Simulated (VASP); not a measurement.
Wanted: the native input for a VASP 6.6.1 run.

* Task: single point
* Functional: PBE
* Potentials or basis: VASP PAW PBE potentials, release 64 (Si, C)
* Cutoff: 520 eV
* k mesh: 10 × 10 × 10
* Occupations: gaussian, width 0.1 eV
* Spin: no spin polarisation
* Dipole correction: no
* Further INCAR settings: ALGO = Normal; EDIFF = 1e-06; NBANDS = 18

The structure of Si4C lies in POSCAR:

```
Si4C
1.0
    0.0000000000      3.4665005382      3.4665005382
    3.4665005382      0.0000000000      3.4665005382
    3.4665005382      3.4665005382      0.0000000000
Si C
4 1
Direct
    0.6252410391      0.1242768828      0.6252410391
    0.6252410391      0.6252410391      0.6252410391
    0.1242768828      0.6252410391      0.6252410391
    0.6252410391      0.6252410391      0.1242768828
    0.2500000000      0.2500000000      0.2500000000
```

The cell was generated, and may not be a known phase.

These files were run (other wordings do the same):

INCAR

```
SYSTEM = Si4C
PREC = Accurate
ENCUT = 520
EDIFF = 1E-6
ISMEAR = 0
SIGMA = 0.1
LREAL = .False.
LASPH = .True.
NELM = 100
ALGO = Normal
ISIF = 2
LWAVE = .False.
LCHARG = .False.
GGA = PE
NBANDS = 18
```

KPOINTS

```
Automatic mesh
0
Gamma
  10 10 10
  0 0 0
```

Potentials or basis: VASP PAW PBE potentials, release 64 (Si, C).

Run with:

```sh
$ cat potpaw_PBE.64/Si/POTCAR potpaw_PBE.64/C/POTCAR > POTCAR
$ mpirun -np 1 vasp_std > vasp.out
```

Results of the run:

```json
{
  "Pressure": "-0.1 GPa",
  "Band gap on the k mesh": "zero (bands 10 and 11 overlap by 2.12 eV)"
}
```

Run time: 40 s on 1 thread of Intel(R) Xeon(R) Platinum 8488C (Sapphire Rapids) (shared host), peak memory 0.22 GiB.
